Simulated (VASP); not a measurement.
**Co: single point with PBEsol**

Crystal: Co.

```
Co
1.0
     2.50558    0.00000    0.00000
    -1.25279    2.16990    0.00000
     0.00000    0.00000    4.04899
Co
2
Direct
  0.33333 0.66667 0.25000
  0.66667 0.33333 0.75000
```

This cell differs from its parent crystal: equal strain along all axes, cell held: +2.0 %.

```
Program             : VASP 6.6.1
Task                : single point
Functional          : PBEsol
Potentials or basis : VASP PAW PBE potentials, release 64 (Co)
Cutoff              : 520 eV
k mesh              : 24 × 24 × 14
Occupations         : gaussian, width 0.1 eV
Spin                : collinear spin, ferromagnetic start
Starting moments    : [1.8, 1.8] μB
```

| Item | Value |
| --- | --- |
| Pressure | -13.1 GPa |
| Net moment | 3.24 μB per cell |
| Site moments | Co +1.64 μB |
| Valence electrons inside the program's atomic spheres | Co 8.24 |

Stress tensor (GPa, compression positive):
```
-13.01   0.00   0.00
  0.00 -13.01   0.00
  0.00   0.00 -13.19
```

Levels at points of the mesh, in eV from the Fermi level:
Spin up:
```tsv
k point	band 9	band 10	band 11	band 12	band 13	band 14
(0.00, 0.00, 0.00)	-1.90	-0.82	-0.82	-0.11	6.22	21.80
(0.50, 0.00, 0.00)	-0.60	-0.55	1.26	3.22	9.53	10.16
(0.00, 0.00, 0.50)	-1.12	-1.12	-1.12	-1.12	14.84	14.84
(0.50, 0.00, 0.50)	-0.60	-0.60	1.54	1.54	7.11	7.11
```
Spin down:
```tsv
k point	band 3	band 4	band 5	band 6	band 7	band 8	band 9	band 10	band 11	band 12
(0.00, 0.00, 0.00)	-0.94	-0.92	-0.92	-0.56	-0.56	-0.15	-0.15	-0.11	1.05	1.05
(0.50, 0.00, 0.00)	-3.16	-1.81	-1.08	-0.99	-0.59	1.17	1.30	1.34	2.51	4.23
(0.00, 0.00, 0.50)	-1.48	-1.48	-0.99	-0.99	-0.99	-0.99	0.71	0.71	0.71	0.71
(0.50, 0.00, 0.50)	-2.30	-2.30	-0.04	-0.04	0.26	0.26	1.27	1.27	2.19	2.19
```

Run time: 4.2 min on 1 thread of AMD EPYC 9R45 96-Core Processor (Zen 5) (shared host), peak memory 0.35 GiB.

Caveat: the cell differs from its parent crystal (equal strain along all axes, cell held: +2.0 %); the PAW data sets were made with another functional, which shifts forces and pressure a little.
